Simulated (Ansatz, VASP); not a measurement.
## Si6H3O in VASP and in Ansatz

```
Si H O
1.0
     7.66719    0.00000    0.00000
     0.00000    7.66719    0.00000
     0.00000    0.00000   28.77794
Si H O
24 12 4
Direct
  0.50000 0.25000 0.30688
  0.50000 0.75000 0.30688
  0.00000 0.25000 0.30688
  0.00000 0.75000 0.30688
  0.50000 0.50000 0.35398
  0.50000 0.00000 0.35398
  0.00000 0.50000 0.35398
  0.00000 0.00000 0.35398
  0.75000 0.50000 0.40108
  0.75000 0.00000 0.40108
  0.25000 0.50000 0.40108
  0.25000 0.00000 0.40108
  0.74171 0.74998 0.44672
  0.75822 0.24997 0.44560
  0.24768 0.74996 0.45041
  0.25298 0.25007 0.44958
  0.98842 0.74869 0.49472
  0.99743 0.24907 0.49619
  0.50239 0.75167 0.49818
  0.51248 0.25254 0.49305
  0.90919 0.99747 0.53717
  0.91010 0.49954 0.53748
  0.59083 0.00914 0.53726
  0.59060 0.49655 0.53775
  0.41133 0.25000 0.26082
  0.31149 0.74988 0.29342
  0.90921 0.24999 0.26114
  0.81080 0.75002 0.29424
  0.68912 0.25002 0.29416
  0.59074 0.74995 0.26113
  0.18855 0.25006 0.29347
  0.08833 0.75018 0.26077
  0.01094 0.08942 0.60733
  0.02693 0.60497 0.60406
  0.55064 0.95945 0.61419
  0.50220 0.36107 0.60262
  0.98308 0.97945 0.59230
  0.98877 0.49293 0.59212
  0.51661 0.04789 0.59136
  0.51297 0.48174 0.59229
```

Alike in both runs: task single point; functional PBE; dispersion D3(BJ); k mesh 2 × 2 × 1; occupations gaussian, width 0.05 eV; no spin polarisation.

|  | VASP | Ansatz |
| --- | --- | --- |
| version | VASP 6.6.1 | Ansatz 0.2.0 |
| potentials or method | VASP PAW PBE potentials, release 64 (Si, H, O), cutoff 520 eV | scalar-relativistic, plane waves, PAW |
| valence electrons in the cell | 132 | 132 |

```tsv
	VASP	Ansatz	Ansatz less VASP
gap on the k mesh at the Fermi level (eV)	0.98	0.98	-0.001
least direct gap on the mesh (eV)	1.15	1.15	-0.001
rms of the force components (eV/Å)	0.181	0.182	+0.0007
```
